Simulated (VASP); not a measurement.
The system is Cd.

```xyz
2
Lattice="2.9800 0.0000 0.0000 -1.4900 2.5808 0.0000 0.0000 0.0000 5.6203" Properties=species:S:1:pos:R:3 pbc="T T T"
Cd    0.0000    1.7205    4.2152
Cd    1.4900    0.8603    1.4051
```

| Quantity | Value |
| --- | --- |
| Program | VASP 6.6.1 |
| Task | relaxation of cell and atoms |
| Functional | LDA |
| Potentials or basis | VASP PAW LDA potentials, release 64 (Cd_sv_GW) |
| Cutoff | 540 eV |
| k mesh | 16 × 16 × 8 |
| Occupations | gaussian, width 0.05 eV |
| Spin | no spin polarisation |

At the start: pressure -6.6 GPa; volume 21.61 Å³/atom.

Task: Where does the relaxation end?

Result: Over 5 steps the energy falls by 45.4 meV/atom and the volume is 19.59 Å³/atom (-9.3 %); space group P6_3/mmc (No. 194, to 0.1 Å) before and after.

Step by step:
| step | energy change (eV) | largest force (eV/Å) | pressure (GPa) | volume (Å³) |
| --- | --- | --- | --- | --- |
| 1 | 0.0000 | 0.0000 | -6.61 | 43.22 |
| 2 | -0.0642 | 0.0000 | 4.18 | 37.88 |
| 3 | -0.0846 | 0.0000 | 0.00 | 39.49 |
| 4 | -0.0896 | 0.0000 | -0.03 | 39.32 |
| 5 | -0.0908 | 0.0000 | 0.00 | 39.19 |

Final structure:
```
CELL_PARAMETERS angstrom
2.90836 0.00000 0.00000
-1.45418 2.51871 0.00000
0.00000 0.00000 5.34929
ATOMIC_POSITIONS crystal
Cd 0.33333 0.66667 0.75000
Cd 0.66667 0.33333 0.25000
```
